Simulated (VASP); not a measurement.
# CaS2 (R-3m) in VASP: relaxation of cell and atoms with PBE+D3(BJ)

Aim: the relaxation of cell and atoms of CaS2 with PBE+D3(BJ).

Program: VASP 6.6.1. These are calculated values, not measurements. Logs are shortened: lines on timing, memory, paths and dates and some standing lists are left out, and cuts for length are marked.

## 1. The cell of the first run

Symmetry: R-3m, No. 166, trigonal system. The conventional cell has a = 4.019 Å, b = 4.019 Å, c = 17.181 Å, α = 90.00°, β = 90.00°, γ = 120.00°. Within 3.8 Å of Ca (site symmetry -3m) lie 6 S at 2.85 Å. Within 3.8 Å of S (site symmetry 3m) lie 3 Ca at 2.85 Å and 3 S at 3.35 Å.

## 2. Relaxation of cell and atoms, PBE+D3(BJ)

Input file INCAR:

```
SYSTEM = CaS2
ALGO = Normal
EDIFF = 1E-6
EDIFFG = -0.04
ENCUT = 600
GGA = PE
IBRION = 2
ISIF = 3
ISMEAR = 0
IVDW = 12
LASPH = .True.
LCHARG = .False.
LREAL = .False.
LWAVE = .False.
NELM = 100
NSW = 90
PREC = Accurate
SIGMA = 0.1
```

Input file KPOINTS:

```
k-points
0
Gamma
  6 6 6
  0 0 0
```

Input file POSCAR:

```
CaS2
1.0
    2.0092500000      1.1600410300      5.7269705700
   -2.0092500000      1.1600410300      5.7269705700
    0.0000000000     -2.3200820600      5.7269705700
Ca S
1 2
Direct
    0.0000000000      0.0000000000      0.0000000000
    0.7630067100      0.7630067100      0.7630067100
    0.2369932900      0.2369932900      0.2369932900
```

Potentials or basis: VASP PAW PBE potentials, release 64 (Ca_sv, S).

On the command line:

```
> cat potpaw_PBE.64/Ca_sv/POTCAR potpaw_PBE.64/S/POTCAR > POTCAR
> mpirun -np 1 vasp_std > vasp.out
```

OUTCAR:

```text
SYSTEM = CaS2
   EDIFF = 1E-6
   EDIFFG = -0.04
   ENCUT = 600
   GGA = PE
   IBRION = 2
   ISIF = 3
   ISMEAR = 0
   IVDW = 12
   LASPH = .True.
   LREAL = .False.
   NELM = 100
   NSW = 90
   PREC = Accurate
 IVDW          = 12

 ion  position               nearest neighbor table
   1  0.000  0.000  0.000-   2 2.85   2 2.85   3 2.85   3 2.85   2 2.85   3 2.85
   2  0.763  0.763  0.763-   1 2.85   1 2.85   1 2.85
   3  0.237  0.237  0.237-   1 2.85   1 2.85   1 2.85

  LATTYP: Found a trigonal (rhomboedric) cell.
 ALAT       =     6.1790753890
 COS(alpha) =     0.7885289301

  Lattice vectors:

 A1 = (   2.0092500000,   1.1600410300,   5.7269705700)
 A2 = (  -2.0092500000,   1.1600410300,   5.7269705700)
 A3 = (   0.0000000000,  -2.3200820600,   5.7269705700)

Analysis of symmetry for initial positions (statically):
=====================================================================
 Subroutine PRICEL returns:
 Original cell was already a primitive cell.

 Routine SETGRP: Setting up the symmetry group for a
 trigonal (rhombohedral) supercell.

 Subroutine GETGRP returns: Found 12 space group operations
 (whereof 12 operations were pure point group operations)
 out of a pool of 12 trial point group operations.

The static configuration has the point symmetry D_3d.

Analysis of symmetry for dynamics (positions and initial velocities):
=====================================================================
 Subroutine PRICEL returns:
 Original cell was already a primitive cell.

 Routine SETGRP: Setting up the symmetry group for a
 trigonal (rhombohedral) supercell.

 Subroutine GETGRP returns: Found 12 space group operations
 (whereof 12 operations were pure point group operations)
 out of a pool of 12 trial point group operations.

The dynamic configuration has the point symmetry D_3d.

 Subroutine INISYM returns: Found 12 space group operations
 (whereof 12 operations are pure point group operations),
 and found     1 'primitive' translations

----------------------------------------------------------------------------------------

                                     Primitive cell

  volume of cell :      80.0910

  direct lattice vectors                    reciprocal lattice vectors
     2.009250000  1.160041030  5.726970570     0.248849073  0.143673079  0.058204129
    -2.009250000  1.160041030  5.726970570    -0.248849073  0.143673079  0.058204129
     0.000000000 -2.320082060  5.726970570     0.000000000 -0.287346158  0.058204129

  length of vectors
     6.179075389  6.179075389  6.179075390     0.293181745  0.293181745  0.293181744

  position of ions in fractional coordinates (direct lattice)
     0.000000000  0.000000000  0.000000000
     0.763006710  0.763006710  0.763006710
     0.236993290  0.236993290  0.236993290

  ion indices of the primitive-cell ions
   primitive index   ion index
                 1           1
                 2           2
                 3           3

----------------------------------------------------------------------------------------

 KPOINTS: k-points

Automatic generation of k-mesh.
 Grid dimensions read from file:
 generate k-points for:    6    6    6

 Generating k-lattice:

  Cartesian coordinates                     Fractional coordinates (reciprocal lattice)
     0.041474846  0.023945513  0.009700688     0.166666667  0.000000000  0.000000000
    -0.041474846  0.023945513  0.009700688     0.000000000  0.166666667  0.000000000
     0.000000000 -0.047891026  0.009700688     0.000000000  0.000000000  0.166666667

  Length of vectors
     0.048863624  0.048863624  0.048863624

  Shift w.r.t. Gamma in fractional coordinates (k-lattice)
     0.000000000  0.000000000  0.000000000

 Subroutine IBZKPT returns following result:
 ===========================================

 Found     32 irreducible k-points:

 Following reciprocal coordinates:
            Coordinates               Weight
  0.000000  0.000000  0.000000      1.000000
  0.166667  0.000000  0.000000      6.000000
  0.333333  0.000000  0.000000      6.000000
  0.500000  0.000000  0.000000      3.000000
  0.166667  0.166667  0.000000      6.000000
  0.333333  0.166667  0.000000     12.000000
[... 16 lines left out ...]
  0.500000  0.500000  0.166667      6.000000
 -0.333333  0.500000  0.166667     12.000000
 [... further k-points ...]
   k-points           NKPTS =     32   k-points in BZ     NKDIM =     32   number of bands    NBANDS=     15
   number of dos      NEDOS =    301   number of ions     NIONS =      3
   total plane-waves  NPLWV = 125000
   dimension x,y,z NGX =    50 NGY =   50 NGZ =   50
   dimension x,y,z NGXF=   100 NGYF=  100 NGZF=  100
   ions per type =               1   2
   NGX,Y,Z   is equivalent  to a cutoff of  13.45, 13.45, 13.45 a.u.
   NGXF,Y,Z  is equivalent  to a cutoff of  26.90, 26.90, 26.90 a.u.
 SYSTEM =  CaS2
   PREC   = accura    normal or accurate (medium, high low for compatibility)
   ISTART =      0    job   : 0-new  1-cont  2-samecut
   ICHARG =      2    charge: 1-file 2-atom 10-const
   ISPIN  =      1    spin polarized calculation?
   LNONCOLLINEAR =      F non collinear calculations
   LSORBIT =      F    spin-orbit coupling
   LASPH  =      T    aspherical Exc in radial PAW
   ENCUT  =  600.0 eV  44.10 Ry    6.64 a.u.  12.34 12.34 12.34*2*pi/ulx,y,z
   NELM   =    100;   NELMIN=  2; NELMDL= -5     # of ELM steps
   EDIFF  = 0.1E-05   stopping-criterion for ELM
   LREAL  =      F    real-space projection
   EDIFFG = -.4E-01   stopping-criterion for IOM
   NSW    =     90    number of steps for IOM
   IBRION =      2    ionic relax: 0-MD 1-quasi-New 2-CG
   NFREE  =      1    steps in history (QN), initial steepest desc. (CG)
   ISIF   =      3    stress and relaxation
   ISYM   =      2    0-nonsym 1-usesym 2-fastsym
   POTIM  = 0.5000    time-step for ionic-motion
   TEBEG  =    0.0;   TEEND  =   0.0 temperature during run
   PSTRESS=    0.0 pullay stress
   NELECT =      22.0000    total number of electrons
   NUPDOWN=      -1.0000    fix difference up-down
   EMIN   =  10.00;   EMAX   =-10.00  energy-range for DOS
   EFERMI =   0.00;   METHOD = LEGACY
   ISMEAR =     0;   SIGMA  =   0.10  broadening in eV -4-tet -1-fermi 0-gaus
   EFERMI_NEDOS =   21; number of points for ismear=-14 and -15
   IALGO  =     38    algorithm
   IMIX   =      4    mixing-type and parameters
     AMIX     =   0.40;   BMIX     =  1.00
     AMIX_MAG =   1.60;   BMIX_MAG =  1.00
  volume/ion in A,a.u.               =      26.70       180.16
  Fermi-wavevector in a.u.,A,eV,Ry     =   1.064195  2.011037 15.408748  1.132511
  Thomas-Fermi vector in A             =   2.199705
   LORBIT       =      0    0 simple, 1 ext, 2 COOP (PROOUT), +10 PAW based schemes
   GGA     = PE    functional components
   LHFCALC =     F    Hartree Fock is set to
   AEXX    =    0.0000 exact exchange contribution
   IVDW    =    12    specifies the selected vdW correction
   LEPSILON=     F    determine dielectric tensor
   LRPA    =     F    only Hartree local field effects (RPA)
 conjugate gradient relaxation of ions
 non-spin polarized calculation
 Gauss-broadening in eV      SIGMA  =   0.10
  energy-cutoff  :      600.00
  volume of cell :       80.09
 maximum number of plane-waves:      2692
 NGX is ok and might be reduce to    50
   NGX = 25   NGY = 25   NGZ = 25

--------------------------------------- Ionic step        1  -------------------------------------------

 number of electron      22.0000000 magnetization

 Free energy of the ion-electron system (eV)
  ---------------------------------------------------
  ext. energy  EPLUGINS =         0.00000000
  ---------------------------------------------------
  free energy    TOTEN  =       -11.58812006 eV

  energy without entropy =      -11.54632231  energy(sigma->0) =      -11.56722119

------------------------ aborting loop because EDIFF is reached ----------------------------------------

 Edisp (eV)   -0.79189

 E8    (eV) :    -0.3293

  FORCE on cell =-STRESS in cart. coord.  units (eV):
  Direction    XX          YY          ZZ          XY          YZ          ZX
  --------------------------------------------------------------------------------------
  -------------------------------------------------------------------------------------
  Total      -0.76643    -0.76643    -4.61904     0.00000    -0.00000     0.00000
  in kB     -15.33211   -15.33211   -92.40147     0.00000    -0.00000     0.00000
  external pressure =      -41.02 kB  Pullay stress =        0.00 kB
[... 22 lines left out ...]
  energy  without entropy=      -12.3382164387  energy(sigma->0) =      -12.35911532

--------------------------------------- Ionic step        2  -------------------------------------------

 number of electron      22.0000000 magnetization

 E-fermi :   2.0329     XC(G=0):  -9.0627

 val. band max:        2.0032603815   @ k =   0.3333   0.0000   0.0000
 cond. band min:       2.0611353901   @ k =  -0.1667   0.3333   0.1667
 fundamental gap:      0.0578750086
 Fermi energy:         2.0328920002

 k-point     1 :       0.0000    0.0000    0.0000
  band No.  band energies     occupation
      1     -36.7849      2.00000
      2     -17.8942      2.00000
      3     -17.8063      2.00000
      4     -17.8063      2.00000
      5      -9.9267      2.00000
      6      -8.2668      2.00000
      7      -1.1083      2.00000
      8       0.8637      2.00000
      9       0.8637      2.00000
     10       2.4208      0.00000
     11       2.4208      0.00000
     12       2.8967      0.00000
     13       7.0973      0.00000
     14       7.0973      0.00000
     15       7.9960      0.00000
[... 397 lines left out ...]
 k-point    24 :      -0.3333    0.5000    0.1667
  band No.  band energies     occupation
      1     -36.7746      2.00000
      2     -17.9505      2.00000
      3     -17.8633      2.00000
      4     -17.8507      2.00000
      5      -8.9905      2.00000
      6      -8.6729      2.00000
      7      -0.9460      2.00000
      8      -0.4806      2.00000
      9       0.4609      2.00000
     10       1.3489      2.00000
     11       2.1094      0.27913
     12       2.3728      0.00000
     13       6.3902      0.00000
     14       7.6895      0.00000
     15       8.7263      0.00000

 [... further k-points ...]

------------------------ aborting loop because EDIFF is reached ----------------------------------------

 Edisp (eV)   -0.88347

 E8    (eV) :    -0.3676

  FORCE on cell =-STRESS in cart. coord.  units (eV):
  Direction    XX          YY          ZZ          XY          YZ          ZX
  --------------------------------------------------------------------------------------
  -------------------------------------------------------------------------------------
  Total       1.01336     1.01336    -3.23791     0.00000     0.00000     0.00000
  in kB      22.44818    22.44818   -71.72709     0.00000     0.00000     0.00000
  external pressure =       -8.94 kB  Pullay stress =        0.00 kB
[... 59 lines left out ...]
  FREE ENERGIE OF THE ION-ELECTRON SYSTEM (eV)
  ---------------------------------------------------
  free  energy   TOTEN  =       -12.7956948496 eV

  energy  without entropy=      -12.7791545393  energy(sigma->0) =      -12.78742469

[... ionic steps 4 to 14 ...]

--------------------------------------- Ionic step       15  -------------------------------------------

 number of electron      22.0000000 magnetization

------------------------ aborting loop because EDIFF is reached ----------------------------------------

 Edisp (eV)   -0.92280

 E8    (eV) :    -0.3831
[... 71 lines left out ...]
  energy  without entropy=      -13.3484248792  energy(sigma->0) =      -13.35852404

--------------------------------------- Ionic step       17  -------------------------------------------

 number of electron      22.0000000 magnetization

 Free energy of the ion-electron system (eV)
  ---------------------------------------------------
  ext. energy  EPLUGINS =         0.00000000
  ---------------------------------------------------
  free energy    TOTEN  =       -12.45035272 eV

  energy without entropy =      -12.43027148  energy(sigma->0) =      -12.44031210

 E-fermi :   2.7365     XC(G=0):  -9.1994

 val. band max:        2.7352341663   @ k =   0.5000   0.3333   0.0000
 cond. band min:       2.7450834630   @ k =  -0.3333  -0.3333   0.1667
 fundamental gap:      0.0098492968
 Fermi energy:         2.7364996543

 k-point     1 :       0.0000    0.0000    0.0000
  band No.  band energies     occupation
      1     -36.4240      2.00000
      2     -17.4798      2.00000
      3     -17.4781      2.00000
      4     -17.4781      2.00000
      5      -9.7976      2.00000
      6      -7.4786      2.00000
      7      -0.0394      2.00000
      8      -0.0180      2.00000
      9      -0.0180      2.00000
     10       2.9495      0.00259
     11       2.9495      0.00259
     12       2.9592      0.00164
     13       7.0712      0.00000
     14       7.0712      0.00000
     15       8.7234      0.00000
[... 397 lines left out ...]
 k-point    24 :      -0.3333    0.5000    0.1667
  band No.  band energies     occupation
      1     -36.4207      2.00000
      2     -17.5474      2.00000
      3     -17.5152      2.00000
      4     -17.4992      2.00000
      5      -8.6446      2.00000
      6      -8.4264      2.00000
      7      -1.0278      2.00000
      8      -0.3843      2.00000
      9       0.6008      2.00000
     10       2.0107      2.00000
     11       3.0061      0.00014
     12       3.6451      0.00000
     13       7.2051      0.00000
     14       8.3064      0.00000
     15       8.7675      0.00000

 [... further k-points ...]

------------------------ aborting loop because EDIFF is reached ----------------------------------------

 Edisp (eV)   -0.91851

 E8    (eV) :    -0.3813

  FORCE on cell =-STRESS in cart. coord.  units (eV):
  Direction    XX          YY          ZZ          XY          YZ          ZX
  --------------------------------------------------------------------------------------
  -------------------------------------------------------------------------------------
  Total       0.00526     0.00526    -0.00999     0.00000    -0.00000     0.00000
  in kB       0.12170     0.12170    -0.23127     0.00000    -0.00000     0.00000
  external pressure =        0.00 kB  Pullay stress =        0.00 kB
[... 18 lines left out ...]
  FREE ENERGIE OF THE ION-ELECTRON SYSTEM (eV)
  ---------------------------------------------------
  free  energy   TOTEN  =       -13.3688621151 eV

  energy  without entropy=      -13.3487808742  energy(sigma->0) =      -13.35882149

 reached required accuracy - stopping structural energy minimisation
```

Wall time 27 min (1 thread of Intel Xeon 8259CL, shared host); peak memory 0.41 GiB.

What came out:

```yaml
Free_energy: -13.3689 eV
Relaxed_volume: 23.06 Å³/atom
Relaxed_cell: a = 4.615 Å, b = 4.615 Å, c = 4.615 Å, α = 59.79°, β = 59.79°, γ = 59.79°
Space_group_after_relaxing_to_0.1_Å: Fm-3m (No. 225)
Energy_gained_by_relaxing: 329.6 meV/atom
Ionic_steps: 17
Pressure_after_relaxing: 0.0 GPa
Largest_force_after_relaxing: 0.005 eV/Å
Band_gap_on_the_k_mesh: zero (bands 11 and 12 overlap by 1.55 eV)
Dispersion_energy_per_atom: -0.306 eV
```

Forces on the atoms (eV/Å):
```
Ca   0.000  0.000  0.000
S    0.000  0.000 -0.005
S    0.000  0.000  0.005
```

The path:
| step | energy change (eV) | largest force (eV/Å) | pressure (GPa) | volume (Å³) |
| --- | --- | --- | --- | --- |
| 1 | 0.0000 | 0.0595 | -4.10 | 80.09 |
| 2 | -0.3035 | 0.3321 | -0.89 | 72.33 |
| 3 | -0.4157 | 0.5705 | 2.57 | 67.10 |
| 4 | -0.4269 | 0.6544 | 4.38 | 65.02 |
| 5 | -0.6024 | 0.2913 | 4.47 | 64.19 |
| 6 | -0.7152 | 0.3643 | 6.32 | 62.08 |
| 7 | -0.8640 | 0.4070 | 0.88 | 67.75 |
| 8 | -0.8747 | 0.3963 | -0.93 | 70.32 |
| 9 | -0.8750 | 0.3986 | -0.72 | 69.99 |
| 10 | -0.8976 | 0.3643 | -0.69 | 70.00 |
| 11 | -0.9504 | 0.2562 | -0.59 | 69.96 |
| 12 | -0.9840 | 0.1191 | -0.18 | 69.50 |
| 13 | -0.9850 | 0.1247 | -0.25 | 69.59 |
| 14 | -0.9884 | 0.0081 | 0.31 | 68.77 |
| 15 | -0.9885 | 0.0250 | 0.23 | 68.88 |
| 16 | -0.9886 | 0.0119 | -0.18 | 69.47 |
| 17 | -0.9888 | 0.0053 | 0.00 | 69.19 |

Final structure:
```
CELL_PARAMETERS angstrom
2.30030 1.32808 3.77451
-2.30030 1.32808 3.77451
0.00000 -2.65616 3.77451
ATOMIC_POSITIONS crystal
Ca 0.00000 0.00000 0.00000
S 0.75043 0.75043 0.75043
S 0.24957 0.24957 0.24957
```

Caveat: a cell axis changed by over 15 % at a fixed basis, so the end point is rough.
